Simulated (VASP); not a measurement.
# CdS (P6_3mc) in VASP: vibrations by perturbation theory with LDA

Aim: the vibrations by perturbation theory of CdS with LDA.

Everything below comes from runs of VASP 6.6.1. Logs are shortened: lines on timing, memory, paths and dates and some standing lists are left out, and cuts for length are marked.

**1. The cell of the first run**

The structure is hexagonal, space group P6_3mc (No. 186). The conventional cell has a = 4.169 Å, b = 4.169 Å, c = 6.780 Å, α = 90.00°, β = 90.00°, γ = 120.00°. Cd (site symmetry 3m) has 4 S at 2.55 Å within 3.4 Å. S (site symmetry 3m) has 4 Cd at 2.55 Å within 3.4 Å.

**2. Vibrations by perturbation theory, LDA**

INCAR reads:

```
ALGO = Normal ; EDIFF = 1E-8
ENCUT = 630 ; GGA = CA
GGA_COMPAT = F ; IBRION = 8
ISIF = 2 ; ISMEAR = 0
LASPH = T ; LCHARG = F
LEPSILON = T ; LREAL = F
LWAVE = F ; NELM = 120
NSW = 1 ; PREC = Accurate
SIGMA = 0.01
```

KPOINTS reads:

```
k-points
0
Gamma
  6 6 4
```

POSCAR reads:

```
CdS
1.0
    4.1688381007      0.0000000000      0.0000000000
   -2.0844190503      3.6103196994      0.0000000000
    0.0000000000      0.0000000000      6.7796174100
Cd S
2 2
Direct
    0.6666666667      0.3333333333      0.5001830370
    0.3333333333      0.6666666667      0.0001830370
    0.6666666667      0.3333333333      0.8768169630
    0.3333333333      0.6666666667      0.3768169630
```

Potentials or basis: VASP PAW LDA potentials, release 64 (Cd_sv_GW, S).

Started as:

```console
> cat potpaw_LDA.64/Cd_sv_GW/POTCAR potpaw_LDA.64/S/POTCAR > POTCAR
> mpirun -np 1 vasp_std > vasp.out
```

OUTCAR:

```text
EDIFF = 1E-8
   ENCUT = 630
   GGA = CA
   IBRION = 8
   ISIF = 2
   ISMEAR = 0
   LASPH = T
   LEPSILON = T
   LREAL = F
   NELM = 120
   NSW = 1
   PREC = Accurate

 ion  position               nearest neighbor table
   1  0.667  0.333  0.500-   4 2.55   4 2.55   4 2.55   3 2.55
   2  0.333  0.667  0.000-   3 2.55   3 2.55   3 2.55   4 2.55
   3  0.667  0.333  0.877-   2 2.55   2 2.55   2 2.55   1 2.55
   4  0.333  0.667  0.377-   1 2.55   1 2.55   1 2.55   2 2.55

  LATTYP: Found a hexagonal cell.
 ALAT       =     4.1688381007
 C/A-ratio  =     1.6262606621

  Lattice vectors:

 A1 = (   4.1688381007,   0.0000000000,   0.0000000000)
 A2 = (  -2.0844190503,   3.6103196994,   0.0000000000)
 A3 = (   0.0000000000,   0.0000000000,   6.7796174100)

Analysis of symmetry for initial positions (statically):
=====================================================================
 Subroutine PRICEL returns:
 Original cell was already a primitive cell.

 Routine SETGRP: Setting up the symmetry group for a
 hexagonal supercell.

 Subroutine GETGRP returns: Found 12 space group operations
 (whereof  6 operations were pure point group operations)
 out of a pool of 24 trial point group operations.

The static configuration has the point symmetry C_3v.
 The point group associated with its full space group is C_6v.

Analysis of symmetry for dynamics (positions and initial velocities):
=====================================================================
 Subroutine PRICEL returns:
 Original cell was already a primitive cell.

 Routine SETGRP: Setting up the symmetry group for a
 hexagonal supercell.

 Subroutine GETGRP returns: Found 12 space group operations
 (whereof  6 operations were pure point group operations)
 out of a pool of 24 trial point group operations.

[... 981 lines left out ...]
 ion    1
    1     2.23874     0.00000     0.00000
    2     0.00000     2.23874     0.00000
    3     0.00000     0.00000     2.30082
 ion    2
    1     2.23874     0.00000     0.00000
    2     0.00000     2.23874     0.00000
    3    -0.00000    -0.00000     2.30082
 ion    3
    1    -2.23874    -0.00000     0.00000
    2    -0.00000    -2.23874    -0.00000
    3    -0.00000    -0.00000    -2.30082
 ion    4
    1    -2.23874    -0.00000     0.00000
    2    -0.00000    -2.23874     0.00000
    3     0.00000     0.00000    -2.30082

 INTERNAL STRAIN TENSOR FOR ION    4 for displacements in x,y,z  (eV/Angst):
          X           Y           Z          XY          YZ          ZX
  --------------------------------------------------------------------------------
  x    -0.00000     0.00000     0.00000    -5.08748     0.00000     3.05826
  y    -5.08748     5.08748     0.00000     0.00000     2.57060     0.00000
  z     2.83670     2.83670    -5.52849     0.00000    -0.00000     0.00000

 SECOND DERIVATIVES (NOT SYMMETRIZED)
 ------------------------------------
               1X          1Y          1Z          2X          2Y          2Z          3X          3Y          3Z          4X          4Y          4Z
  1X    -4.248566   -0.000000   -0.000000   -0.135732   -0.000000    0.000000    0.174307    0.000000    0.000000    4.209991    0.000000    0.000000
  1Y    -0.000000   -4.248566    0.000000   -0.000000   -0.135732    0.000000    0.000000    0.174307    0.000000    0.000000    4.209991    0.000000
  1Z    -0.000000    0.000000   -5.709166    0.000000    0.000000    1.618494    0.000000    0.000000    2.882241    0.000000    0.000000    1.208431
  2X    -0.135732   -0.000000    0.000000   -4.248566   -0.000000    0.000000    4.209991    0.000000   -0.000000    0.174307    0.000000    0.000000
  2Y    -0.000000   -0.135732    0.000000   -0.000000   -4.248566   -0.000000    0.000000    4.209991    0.000000    0.000000    0.174307    0.000000
  2Z     0.000000   -0.000000    1.618494    0.000000    0.000000   -5.709166    0.000000    0.000000    1.208431    0.000000    0.000000    2.882241
  3X     0.192709    0.000000    0.000000    4.227325    0.000000    0.000000   -4.876056   -0.000000   -0.000000    0.456022    0.000000    0.000000
  3Y     0.000000    0.192709    0.000000    0.000000    4.227325    0.000000   -0.000000   -4.876056    0.000000    0.000000    0.456022    0.000000
  3Z    -0.000000    0.000000    2.910789    0.000000    0.000000    1.200072    0.000000   -0.000000   -6.572676    0.000000    0.000000    2.461815
  4X     4.227325    0.000000   -0.000000    0.192709    0.000000    0.000000    0.456022    0.000000    0.000000   -4.876056   -0.000000    0.000000
  4Y     0.000000    4.227325   -0.000000    0.000000    0.192709    0.000000    0.000000    0.456022    0.000000   -0.000000   -4.876056    0.000000
  4Z    -0.000000    0.000000    1.200072    0.000000    0.000000    2.910789    0.000000    0.000000    2.461815    0.000000   -0.000000   -6.572676

 Eigenvectors and eigenvalues of the dynamical matrix
 ----------------------------------------------------

   1 f  =    8.351100 THz    52.471507 2PiTHz  278.562700 cm-1    34.537357 meV
             X         Y         Z           dx          dy          dz
      2.084419  1.203440  3.391050     0.000000    0.000000    0.089792
     -0.000000  2.406880  0.001241    -0.000000   -0.000000   -0.089792
      2.084419  1.203440  5.944484     0.000000    0.000000   -0.701382
     -0.000000  2.406880  2.554675    -0.000000   -0.000000    0.701382
[... 71 lines left out ...]
  12 f/i=    0.011064 THz     0.069517 2PiTHz    0.369054 cm-1     0.045757 meV
             X         Y         Z           dx          dy          dz
      2.084419  1.203440  3.391050     0.602053    0.165101    0.000000
     -0.000000  2.406880  0.001241     0.602053    0.165101    0.000000
      2.084419  1.203440  5.944484     0.320252    0.087823    0.000000
     -0.000000  2.406880  2.554675     0.320252    0.087823    0.000000

--------------------------------------------------------------------------------------------------------

 MACROSCOPIC STATIC DIELECTRIC TENSOR IONIC CONTRIBUTION
 ------------------------------------------------------
           4.038021     0.000000    -0.000000
           0.000000     4.038021    -0.000000
          -0.000000    -0.000000     4.578550
 ------------------------------------------------------

 ELASTIC MODULI CONTR FROM IONIC RELAXATION (kBar)
 Direction    XX          YY          ZZ          XY          YZ          ZX
 --------------------------------------------------------------------------------
 XX        -216.3288     93.7690    119.4613     -0.0000     -0.0000     -0.0000
 YY          93.7690   -216.3288    119.4613     -0.0000      0.0000      0.0000
 ZZ         119.4613    119.4613   -232.8825      0.0000     -0.0000     -0.0000
 XY          -0.0000     -0.0000      0.0000   -155.0489      0.0000     -0.0000
 YZ          -0.0000      0.0000     -0.0000     -0.0000    -59.8933     -0.0000
 ZX           0.0000      0.0000     -0.0000     -0.0000     -0.0000    -61.5165
 --------------------------------------------------------------------------------

 PIEZOELECTRIC TENSOR IONIC CONTR  for field in x, y, z        (C/m^2)
          XX          YY          ZZ          XY          YZ          ZX
  --------------------------------------------------------------------------------
  x    -0.00000     0.00000    -0.00000    -0.00000    -0.00000    -0.46898
  y    -0.00000     0.00000    -0.00000    -0.00000    -0.46275    -0.00000
  z    -0.49842    -0.49842     0.97164    -0.00000     0.00000     0.00000
```

OSZICAR:

```text
N       E                     dE             d eps       ncg     rms          rms(c)
DAV:   1     0.121851166891E+04    0.12185E+04   -0.32235E+04  1478   0.224E+03
DAV:   2     0.157258693562E+03   -0.10613E+04   -0.10091E+04  1310   0.918E+02
[... 302 lines left out ...]
RMM:   8    -0.120053901333E+00   -0.15551E-04   -0.59878E-07  3532   0.502E-03    0.802E-04
RMM:   9    -0.120052215430E+00    0.16859E-05    0.11634E-07  3600   0.142E-03    0.246E-04
RMM:  10    -0.120052960653E+00   -0.74522E-06    0.43073E-08  3437   0.549E-04    0.212E-04
RMM:  11    -0.120052241175E+00    0.71948E-06   -0.33293E-08  3548   0.492E-04    0.516E-05
RMM:  12    -0.120051991547E+00    0.24963E-06   -0.57097E-08  3779   0.366E-04    0.132E-05
RMM:  13    -0.120051993776E+00   -0.22293E-08   -0.37630E-08  3709   0.310E-04    0.638E-06
 Linear response finished
```

Run time: 63 min. Hardware: 1 thread of Intel Xeon Platinum 8488C (Sapphire Rapids), shared host; peak memory 0.86 GiB.

What came out:

```
Electronic dielectric tensor (diagonal)                 : 8.27, 8.27, 8.02
Born charges (mean of the diagonal)                     : Cd +2.26; S -2.26 e
Highest phonon frequency at Γ, LO-TO splitting left out : 279 cm⁻¹
```

Phonon frequencies in cm⁻¹ (negative: imaginary):
| q point | frequencies |
| --- | --- |
| (0.000, 0.000, 0.000) | 0 0 0 47 47 129 212 219 219 230 230 279 |

Electronic dielectric tensor:
```
8.27 0.00 0.00
0.00 8.27 0.00
0.00 0.00 8.02
```

Born effective charge tensors (e):
atom 1, Cd
```
2.24 0.00 0.00
0.00 2.24 0.00
0.00 0.00 2.30
```
atom 2, Cd
```
2.24 0.00 0.00
0.00 2.24 0.00
0.00 0.00 2.30
```
atom 3, S
```
-2.24  0.00  0.00
 0.00 -2.24  0.00
 0.00  0.00 -2.30
```
atom 4, S
```
-2.24  0.00  0.00
 0.00 -2.24  0.00
 0.00  0.00 -2.30
```

Caveat: the cell stands under pressure or tension, which shifts response properties.
